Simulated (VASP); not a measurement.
Wanted: the native input for a VASP 6.6.1 run.

```yaml
Task: relaxation of cell and atoms
Functional: r2SCAN
Potentials_or_basis: VASP PAW PBE potentials, release 64 (Fe)
Cutoff: 600 eV
k_mesh: 11 × 11 × 11
Occupations: gaussian, width 0.02 eV
Spin: collinear spin, ferromagnetic start
Starting_moments: "[3.5] μB"
Dipole_correction: no
Further_INCAR_settings: ALGO = Normal; EDIFF = 1e-07; IBRION = 2; EDIFFG = -0.02; NSW = 80; ISIF = 3
```

Crystal: Fe.

```xyz
1
Lattice="-1.4430 1.4430 1.4430 1.4430 -1.4430 1.4430 1.4430 1.4430 -1.4430" Properties=species:S:1:pos:R:3 pbc="T T T"
Fe    0.0000    0.0000    0.0000
```

These files were run (other wordings do the same):

POSCAR

```
Fe
1.0
   -1.4430000000      1.4430000000      1.4430000000
    1.4430000000     -1.4430000000      1.4430000000
    1.4430000000      1.4430000000     -1.4430000000
Fe
1
Direct
    0.0000000000      0.0000000000      0.0000000000
```

INCAR.step1

```
PREC = Accurate ; ENCUT = 600
ISMEAR = 0 ; SIGMA = 0.02
LREAL = False ; LASPH = True
NELM = 150 ; ISPIN = 2
MAGMOM = 3.5 ; LMAXMIX = 4
GGA = PE ; ALGO = Normal
EDIFF = 1E-4 ; LWAVE = True
LCHARG = False
```

INCAR.step2

```
PREC = Accurate ; ENCUT = 600
EDIFF = 1E-7 ; ISMEAR = 0
SIGMA = 0.02 ; LREAL = False
LASPH = True ; NELM = 150
ALGO = Normal ; ISIF = 3
LWAVE = False ; LCHARG = False
ISPIN = 2 ; MAGMOM = 3.5
LORBIT = 11 ; LMAXMIX = 4
METAGGA = R2SCAN ; LMIXTAU = True
IBRION = 2 ; NSW = 80
EDIFFG = -0.02 ; ISTART = 1
```

KPOINTS

```
Automatic mesh
0
Gamma
  11 11 11
```

Potentials or basis: VASP PAW PBE potentials, release 64 (Fe).

The run is started by

```console
$ cat potpaw_PBE.64/Fe/POTCAR > POTCAR
$ cp INCAR.step1 INCAR
$ mpirun -np 1 vasp_std > vasp.out
$ cp INCAR.step2 INCAR
$ mpirun -np 1 vasp_std > vasp.out
```

It gave:

```
Relaxed volume                                        : 11.69 Å³/atom
Relaxed cell                                          : a = 2.476 Å, b = 2.476 Å, c = 2.476 Å, α = 109.47°, β = 109.47°, γ = 109.47°
Space group after relaxing (to 0.1 Å)                 : Im-3m (No. 229)
Energy gained by relaxing                             : 6.0 meV/atom
Ionic steps                                           : 3
Pressure after relaxing                               : 0.0 GPa
Net moment                                            : 2.61 μB per cell
Site moments                                          : Fe +2.68 μB
Valence electrons inside the program's atomic spheres : Fe 7.21
```

Caveat: the PAW data sets were made with another functional, which shifts forces and pressure a little.

Run time: 70 s on 1 thread of Intel(R) Xeon(R) 6975P-C (Granite Rapids), with other jobs on the host, peak memory 0.15 GiB.
